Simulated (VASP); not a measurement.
# O in VASP: further runs

Runs on O. Level: PBE+D3(BJ). Tasks: single point.

All numbers are computed with VASP 6.6.1; they aren't measurements. Logs are shortened: lines on timing, memory, paths and dates and some standing lists are left out, and cuts for length are marked.

### Step 1. The cell of the first run

The cell holds a disordered packing, 12 atoms: a = 6.088 Å, b = 6.088 Å, c = 6.088 Å, α = 90.00°, β = 90.00°, γ = 90.00°.

### Step 2. Single point, PBE+D3(BJ), collinear spin, ferromagnetic start

File INCAR:

```
SYSTEM = O
ALGO = Normal ; EDIFF = 1E-6
ENCUT = 1000 ; GGA = PE
GGA_COMPAT = .False. ; ISIF = 2
ISMEAR = -1 ; ISPIN = 2
IVDW = 12 ; LASPH = .True.
LCHARG = .True. ; LELF = .True.
LORBIT = 11 ; LREAL = .False.
LVHAR = .True. ; LWAVE = .False.
MAGMOM = 1 1 1 1 1 1 1 1 1 1 1 1 ; NBANDS = 52
NELM = 200 ; PREC = Accurate
SIGMA = 0.02
```

File KPOINTS:

```
k-points
0
Gamma
  1 1 1
  0 0 0
```

File POSCAR:

```
O
1.0
    6.0876040000      0.0000000000      0.0000000000
    0.0000000000      6.0876040000      0.0000000000
    0.0000000000      0.0000000000      6.0876040000
O
12
Direct
    0.4375120326      0.0340199527      0.0587751766
    0.3076087078      0.1780503462      0.0477034971
    0.7628124300      0.4460539812      0.2399958999
    0.6000061765      0.5296172353      0.1529994395
    0.7896702874      0.2826563620      0.6938526225
    0.9825212021      0.3326431877      0.6714628613
    0.5476538881      0.8017932835      0.6628059250
    0.5990369939      0.9390886792      0.5270710776
    0.1597508642      0.5889016434      0.9582423561
    0.0304389050      0.7265584292      0.8893975364
    1.1399394573      0.7221231867      0.4349001676
    1.0152105820      0.8596321311      0.3624743002
```

Potentials or basis: VASP PAW PBE potentials, release 64 (O_h).

On the command line:

```bash
> cat potpaw_PBE.64/O_h/POTCAR > POTCAR
> mpirun -np 1 vasp_gam > vasp.out
```

OUTCAR:

```text
SYSTEM = O
   EDIFF = 1E-6
   ENCUT = 1000
   GGA = PE
   ISIF = 2
   ISMEAR = -1
   ISPIN = 2
   IVDW = 12
   LASPH = .True.
   LORBIT = 11
   LREAL = .False.
   NELM = 200
   PREC = Accurate
 IVDW          = 12

 ion  position               nearest neighbor table
   1  0.438  0.034  0.059-   2 1.18
   2  0.308  0.178  0.048-   1 1.18
   3  0.763  0.446  0.240-   4 1.23
   4  0.600  0.530  0.153-   3 1.23
   5  0.790  0.283  0.694-   6 1.22
   6  0.983  0.333  0.671-   5 1.22
   7  0.548  0.802  0.663-   8 1.22
   8  0.599  0.939  0.527-   7 1.22
   9  0.160  0.589  0.958-  10 1.22
  10  0.030  0.727  0.889-   9 1.22
  11  0.140  0.722  0.435-  12 1.21
  12  0.015  0.860  0.362-  11 1.21

  LATTYP: Found a simple cubic cell.
 ALAT       =     6.0876040000

  Lattice vectors:

 A1 = (   6.0876040000,   0.0000000000,   0.0000000000)
 A2 = (   0.0000000000,   6.0876040000,   0.0000000000)
 A3 = (   0.0000000000,   0.0000000000,   6.0876040000)

Analysis of symmetry for initial positions (statically):
=====================================================================
 Subroutine PRICEL returns:
 Original cell was already a primitive cell.

 Routine SETGRP: Setting up the symmetry group for a
 simple cubic supercell.

 Subroutine GETGRP returns: Found  1 space group operations
 (whereof  1 operations were pure point group operations)
 out of a pool of 48 trial point group operations.

The static configuration has the point symmetry C_1 .

Analysis of symmetry for dynamics (positions and initial velocities):
=====================================================================
 Subroutine PRICEL returns:
 Original cell was already a primitive cell.

 Routine SETGRP: Setting up the symmetry group for a
 simple cubic supercell.

 Subroutine GETGRP returns: Found  1 space group operations
 (whereof  1 operations were pure point group operations)
 out of a pool of 48 trial point group operations.

The dynamic configuration has the point symmetry C_1 .

Analysis of structural, dynamic, and magnetic symmetry:
=====================================================================
 Subroutine PRICEL returns:
 Original cell was already a primitive cell.

 Routine SETGRP: Setting up the symmetry group for a
 simple cubic supercell.

 Subroutine GETGRP returns: Found  1 space group operations
 (whereof  1 operations were pure point group operations)
 out of a pool of 48 trial point group operations.

The overall configuration has the point symmetry C_1 .

 Subroutine INISYM returns: Found  1 space group operations
 (whereof  1 operations are pure point group operations),
 and found     1 'primitive' translations

----------------------------------------------------------------------------------------

                                     Primitive cell

  volume of cell :     225.6000

  direct lattice vectors                    reciprocal lattice vectors
     6.087604000  0.000000000  0.000000000     0.164268241  0.000000000  0.000000000
     0.000000000  6.087604000  0.000000000     0.000000000  0.164268241  0.000000000
     0.000000000  0.000000000  6.087604000     0.000000000  0.000000000  0.164268241

  length of vectors
     6.087604000  6.087604000  6.087604000     0.164268241  0.164268241  0.164268241

  position of ions in fractional coordinates (direct lattice)
     0.437512033  0.034019953  0.058775177
     0.307608708  0.178050346  0.047703497
     0.762812430  0.446053981  0.239995900
     0.600006177  0.529617235  0.152999440
     0.789670287  0.282656362  0.693852623
     0.982521202  0.332643188  0.671462861
     0.547653888  0.801793283  0.662805925
     0.599036994  0.939088679  0.527071078
     0.159750864  0.588901643  0.958242356
     0.030438905  0.726558429  0.889397536
     0.139939457  0.722123187  0.434900168
     0.015210582  0.859632131  0.362474300

  ion indices of the primitive-cell ions
   primitive index   ion index
                 1           1
                 2           2
                 3           3
                 4           4
                 5           5
                 6           6
                 7           7
                 8           8
                 9           9
                10          10
                11          11
                12          12

----------------------------------------------------------------------------------------

 KPOINTS: k-points

Automatic generation of k-mesh.
 Grid dimensions read from file:
 generate k-points for:    1    1    1

 Generating k-lattice:

  Cartesian coordinates                     Fractional coordinates (reciprocal lattice)
     0.164268241  0.000000000  0.000000000     1.000000000  0.000000000  0.000000000
     0.000000000  0.164268241  0.000000000     0.000000000  1.000000000  0.000000000
     0.000000000  0.000000000  0.164268241     0.000000000  0.000000000  1.000000000

  Length of vectors
     0.164268241  0.164268241  0.164268241

  Shift w.r.t. Gamma in fractional coordinates (k-lattice)
     0.000000000  0.000000000  0.000000000

 Subroutine IBZKPT returns following result:
 ===========================================

 Found      1 irreducible k-points:

 Following reciprocal coordinates:
            Coordinates               Weight
  0.000000  0.000000  0.000000      1.000000
   k-points           NKPTS =      1   k-points in BZ     NKDIM =      1   number of bands    NBANDS=     52
   number of dos      NEDOS =    301   number of ions     NIONS =     12
   total plane-waves  NPLWV = 262144
   dimension x,y,z NGX =    64 NGY =   64 NGZ =   64
   dimension x,y,z NGXF=   128 NGYF=  128 NGZF=  128
   ions per type =              12
   NGX,Y,Z   is equivalent  to a cutoff of  17.48, 17.48, 17.48 a.u.
   NGXF,Y,Z  is equivalent  to a cutoff of  34.96, 34.96, 34.96 a.u.
 SYSTEM =  O
   PREC   = accura    normal or accurate (medium, high low for compatibility)
   ISTART =      0    job   : 0-new  1-cont  2-samecut
   ICHARG =      2    charge: 1-file 2-atom 10-const
   ISPIN  =      2    spin polarized calculation?
   LNONCOLLINEAR =      F non collinear calculations
   LSORBIT =      F    spin-orbit coupling
   LASPH  =      T    aspherical Exc in radial PAW
   ENCUT  = 1000.0 eV  73.50 Ry    8.57 a.u.  15.70 15.70 15.70*2*pi/ulx,y,z
   NELM   =    200;   NELMIN=  2; NELMDL= -5     # of ELM steps
   EDIFF  = 0.1E-05   stopping-criterion for ELM
   LREAL  =      F    real-space projection
[... 7 lines left out ...]
   TEBEG  =    0.0;   TEEND  =   0.0 temperature during run
   PSTRESS=    0.0 pullay stress
   NELECT =      72.0000    total number of electrons
   NUPDOWN=      -1.0000    fix difference up-down
   EMIN   =  10.00;   EMAX   =-10.00  energy-range for DOS
   EFERMI =   0.00;   METHOD = LEGACY
   ISMEAR =    -1;   SIGMA  =   0.02  broadening in eV -4-tet -1-fermi 0-gaus
   EFERMI_NEDOS =   21; number of points for ismear=-14 and -15
   IALGO  =     38    algorithm
   IMIX   =      4    mixing-type and parameters
     AMIX     =   0.40;   BMIX     =  1.00
     AMIX_MAG =   1.60;   BMIX_MAG =  1.00
  volume/ion in A,a.u.               =      18.80       126.87
  Fermi-wavevector in a.u.,A,eV,Ry     =   1.118766  2.114161 17.029561  1.251637
  Thomas-Fermi vector in A             =   2.255400
   LORBIT       =     11    0 simple, 1 ext, 2 COOP (PROOUT), +10 PAW based schemes
   GGA     = PE    functional components
   LHFCALC =     F    Hartree Fock is set to
   AEXX    =    0.0000 exact exchange contribution
   IVDW    =    12    specifies the selected vdW correction
   LEPSILON=     F    determine dielectric tensor
   LRPA    =     F    only Hartree local field effects (RPA)
 spin polarized calculation
  energy-cutoff  :     1000.00
  volume of cell :      225.60
 maximum number of plane-waves:      8140
 NGX is ok and might be reduce to    64
   NGX = 31   NGY = 31   NGZ = 31

 number of electron      71.9999999 magnetization      12.0000000

 Free energy of the ion-electron system (eV)
  ---------------------------------------------------
  ext. energy  EPLUGINS =         0.00000000
  ---------------------------------------------------
  free energy    TOTEN  =       -59.85023609 eV

  energy without entropy =      -59.85023609  energy(sigma->0) =      -59.85023609

 E-fermi :  -1.5702     XC(G=0):  -6.9489

 val. band max:       -2.1551741895   @ k =   0.0000   0.0000   0.0000
 cond. band min:      -0.7257544491   @ k =   0.0000   0.0000   0.0000
 fundamental gap:      1.4294197404
 Fermi energy:        -1.5701793261

 spin component 1

 k-point     1 :       0.0000    0.0000    0.0000
  band No.  band energies     occupation
      1     -29.1956      1.00000
      2     -28.5964      1.00000
      3     -28.4573      1.00000
      4     -28.4052      1.00000
      5     -28.2983      1.00000
      6     -28.1568      1.00000
[... 40 lines left out ...]
     47       7.0578      0.00000
     48       7.2434      0.00000
 Fermi energy:        -1.5701793261

 spin component 2

 k-point     1 :       0.0000    0.0000    0.0000
  band No.  band energies     occupation
      1     -28.0374      1.00000
      2     -27.4122      1.00000
      3     -27.2644      1.00000
      4     -27.2113      1.00000
      5     -27.1043      1.00000
      6     -26.9558      1.00000
[... 40 lines left out ...]
     47       7.6860      0.00000
     48       7.9988      0.00000
 [bands above 48 left out]

------------------------ aborting loop because EDIFF is reached ----------------------------------------

 Edisp (eV)   -0.50093

 E8    (eV) :    -0.1192

  FORCE on cell =-STRESS in cart. coord.  units (eV):
  Direction    XX          YY          ZZ          XY          YZ          ZX
  --------------------------------------------------------------------------------------
  -------------------------------------------------------------------------------------
  Total       2.03997     3.68682     2.20022    -0.38714     0.77356     0.07146
  in kB      14.48755    26.18326    15.62564    -2.74942     5.49371     0.50751
  external pressure =       18.77 kB  Pullay stress =        0.00 kB

 VOLUME and BASIS-vectors are now :
 -----------------------------------------------------------------------------
  energy-cutoff  :     1000.00
  volume of cell :      225.60
      direct lattice vectors                 reciprocal lattice vectors
     6.087604000  0.000000000  0.000000000     0.164268241  0.000000000  0.000000000
     0.000000000  6.087604000  0.000000000     0.000000000  0.164268241  0.000000000
     0.000000000  0.000000000  6.087604000     0.000000000  0.000000000  0.164268241

 POSITION                                       TOTAL-FORCE (eV/Angst)
 -----------------------------------------------------------------------------------
      2.66340      0.20710      0.35780         1.949180     -2.105655      0.220404
      1.87260      1.08390      0.29040        -1.985004      1.972414     -0.159447
      4.64370      2.71540      1.46100        -0.855453      0.400828     -0.482094
      3.65260      3.22410      0.93140         0.867429     -0.347989      0.467466
      4.80720      1.72070      4.22390         0.168104      0.184769      0.146570
      5.98120      2.02500      4.08760        -0.200901     -0.334698     -0.208988
      3.33390      4.88100      4.03490         0.044958     -0.213310      0.124837
      3.64670      5.71680      3.20860        -0.219475     -0.024360     -0.184303
      0.97250      3.58500      5.83340        -0.223715      0.615856     -0.064934
      0.18530      4.42300      5.41430         0.310692     -0.253225      0.211031
      0.85190      4.39600      2.64750         0.229466     -0.133702      0.042760
      0.09260      5.23310      2.20660        -0.085282      0.239070     -0.113301
 -----------------------------------------------------------------------------------
    total drift:                               -0.000925      0.000714     -0.005050

  FREE ENERGIE OF THE ION-ELECTRON SYSTEM (eV)
  ---------------------------------------------------
  free  energy   TOTEN  =       -60.3511630654 eV

  energy  without entropy=      -60.3511630654  energy(sigma->0) =      -60.35116307

 total charge

# of ion       s       p       d       tot
------------------------------------------
    1        1.086   2.250   0.000   3.336
    2        1.087   2.250   0.000   3.337
    3        1.091   2.209   0.000   3.300
    4        1.092   2.206   0.000   3.298
    5        1.090   2.219   0.000   3.309
    6        1.091   2.219   0.000   3.310
    7        1.089   2.221   0.000   3.311
    8        1.090   2.222   0.000   3.312
    9        1.092   2.214   0.000   3.307
   10        1.089   2.218   0.000   3.307
   11        1.089   2.224   0.000   3.314
   12        1.089   2.225   0.000   3.314
--------------------------------------------------
tot         13.077  26.677   0.000  39.755

 magnetization (x)

# of ion       s       p       d       tot
------------------------------------------
    1        0.014   0.604   0.000   0.618
    2        0.014   0.607   0.000   0.621
    3        0.013   0.606   0.000   0.619
    4        0.014   0.610   0.000   0.625
    5        0.015   0.608   0.000   0.623
    6        0.014   0.612   0.000   0.626
    7        0.014   0.607   0.000   0.621
    8        0.015   0.613   0.000   0.628
    9        0.014   0.610   0.000   0.625
   10        0.014   0.604   0.000   0.618
   11        0.014   0.611   0.000   0.625
   12        0.014   0.603   0.000   0.617
--------------------------------------------------
tot          0.170   7.295   0.000   7.464
```

Run time: 78 s. Hardware: 1 thread of Intel Xeon Platinum 8488C (Sapphire Rapids), shared host; peak memory 0.7 GiB.

What came out:

```yaml
Free_energy: -60.3512 eV
Pressure: 1.9 GPa
Largest_force: 2.878 eV/Å
Net_moment: 12.00 μB per cell
Site_moments: O +0.62, +0.63 (each value once) μB
Valence_electrons_inside_the_program's_atomic_spheres: O 3.34, 3.30, 3.31 (each value once)
Dispersion_energy_per_atom: -0.042 eV
```

Forces on the atoms (eV/Å):
```
O    1.949 -2.106  0.220
O   -1.985  1.972 -0.159
O   -0.855  0.401 -0.482
O    0.867 -0.348  0.467
O    0.168  0.185  0.147
O   -0.201 -0.335 -0.209
O    0.045 -0.213  0.125
O   -0.219 -0.024 -0.184
O   -0.224  0.616 -0.065
O    0.311 -0.253  0.211
O    0.229 -0.134  0.043
O   -0.085  0.239 -0.113
```

Levels at points of the mesh, in eV from the Fermi level:
Spin up:
```csv
k point,band 39,band 40,band 41,band 42,band 43,band 44,band 45,band 46
"(0.00, 0.00, 0.00)",-0.75,-0.72,-0.63,-0.59,5.86,7.31,7.70,8.25
```
Spin down:
| k point | band 28 | band 29 | band 30 | band 31 | band 32 | band 33 |
| --- | --- | --- | --- | --- | --- | --- |
| (0.00, 0.00, 0.00) | -5.38 | -5.22 | -5.03 | 0.84 | 0.94 | 1.06 |

Caveat: the k points lie up to 1.03 Å⁻¹ apart, too coarse for converged energies, forces and pressures; the atoms stand as in a frame of molecular dynamics.

### Step 3. Single point, PBE+D3(BJ), collinear spin, ferromagnetic start

File INCAR:

```
PREC = Accurate ; ENCUT = 1000
EDIFF = 1E-6 ; ISMEAR = -1
SIGMA = 0.02 ; LREAL = F
LASPH = T ; NELM = 200
ALGO = Normal ; ISIF = 2
LWAVE = F ; LCHARG = T
ISPIN = 2 ; MAGMOM = 1 1 1 1 1 1 1 1 1 1 1 1
LORBIT = 11 ; GGA = PE
IVDW = 12 ; LELF = T
LVHAR = T ; NBANDS = 52
GGA_COMPAT = F
```

File KPOINTS:

```
Automatic mesh
0
Gamma
  1 1 1
```

File POSCAR:

```
O
1.0
    6.0876040000      0.0000000000      0.0000000000
    0.0000000000      6.0876040000      0.0000000000
    0.0000000000      0.0000000000      6.0876040000
O
12
Direct
    0.3147905908      0.2297324111      0.4251954106
    0.3165144069      0.1798635842      0.2306511821
    0.7609610522      0.4047590728      0.2129046275
    0.6463016637      0.5383546006      0.1169434971
    0.7864688868      0.2673994543      0.7089388881
    0.9345395194      0.1592016877      0.7891227050
    0.5898209002      0.8089520080      0.7074630442
    0.4945411261      0.7051244427      0.5653375973
    0.1925098135      0.7547280314      0.9807021737
    0.1224871366      0.5920312833      0.8872650031
    1.0051388238      0.8022106165      0.4228778131
    0.8897425800      0.9348629074      0.3275985583
```

Potentials or basis: VASP PAW PBE potentials, release 64 (O_h).

On the command line:

```bash
> cat potpaw_PBE.64/O_h/POTCAR > POTCAR
> mpirun -np 1 vasp_gam > vasp.out
```

It took 82 s on 1 thread of AMD EPYC 7R43 (Zen 3), shared host; peak memory 0.67 GiB.

The run converged. Its results:

- Free energy: -60.6669 eV
- Pressure: 0.6 GPa
- Largest force: 0.257 eV/Å
- Net moment: 12.00 μB per cell
- Site moments: O +0.62 μB
- Valence electrons inside the program's atomic spheres: O 3.31
- Dispersion energy per atom: -0.042 eV

Forces on the atoms (eV/Å):
```
O   -0.005 -0.050 -0.246
O    0.003  0.058  0.250
O   -0.112  0.144 -0.101
O    0.112 -0.141  0.100
O    0.021 -0.014  0.003
O   -0.025  0.013 -0.004
O   -0.014 -0.025 -0.030
O    0.010  0.022  0.021
O   -0.035 -0.073 -0.048
O    0.034  0.069  0.053
O    0.026 -0.016  0.019
O   -0.015  0.013 -0.017
```

Stress tensor (GPa, compression positive):
```
 0.69  0.44 -0.44
 0.44  0.55  0.16
-0.44  0.16  0.42
```

Levels at points of the mesh, in eV from the Fermi level:
Spin up:
```csv
k point,band 39,band 40,band 41,band 42,band 43,band 44,band 45,band 46
"(0.00, 0.00, 0.00)",-0.70,-0.67,-0.62,-0.58,6.26,7.53,8.16,8.33
```
Spin down:
```
           k point  band 28  band 29  band 30  band 31  band 32  band 33
(0.00, 0.00, 0.00)    -5.21    -4.98    -4.85     1.11     1.18     1.29
```

Caveat: the k points lie up to 1.03 Å⁻¹ apart, too coarse for converged energies, forces and pressures.
